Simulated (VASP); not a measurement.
Input of a VASP 6.6.1 run:

Contents of INCAR:

```
SYSTEM = Be
PREC     = Accurate       ! precision mode
ENCUT    = 600            ! plane-wave cutoff, eV
EDIFF    = 1E-6           ! SCF threshold, eV
ISMEAR   = -1             ! smearing method
SIGMA    = 0.05           ! smearing width, eV
LREAL    = .FALSE.        ! projectors in reciprocal space
LASPH    = .TRUE.         ! aspherical terms in the spheres
NELM     = 120            ! most SCF steps
ALGO     = Normal         ! electronic algorithm
ISIF     = 2              ! what is computed and relaxed
LWAVE    = .FALSE.        ! write WAVECAR
LCHARG   = .FALSE.        ! write CHGCAR
GGA      = CA             ! functional
NBANDS   = 7              ! bands
GGA_COMPAT= .FALSE.
```

Contents of KPOINTS:

```
regular mesh
0
G
  14 14 14
  0 0 0
```

The input POSCAR:

```
Be
1.0
    0.0000000000      1.5188079079      1.5188079079
    1.5188079079      0.0000000000      1.5188079079
    1.5188079079      1.5188079079      0.0000000000
Be
1
Direct
    0.0000000000      0.0000000000      0.0000000000
```

Potentials or basis: VASP PAW LDA potentials, release 64 (Be).

Launch:

```bash
$ cat potpaw_LDA.64/Be/POTCAR > POTCAR
$ mpirun -np 1 vasp_std > vasp.out
```

Question: Estimate the band gap on the k mesh.

Answer: Zero (bands 1 and 2 overlap by 0.32 eV).

Question: Estimate the pressure.

Answer: 10.6 GPa.

Caveat: the cell stands under pressure.
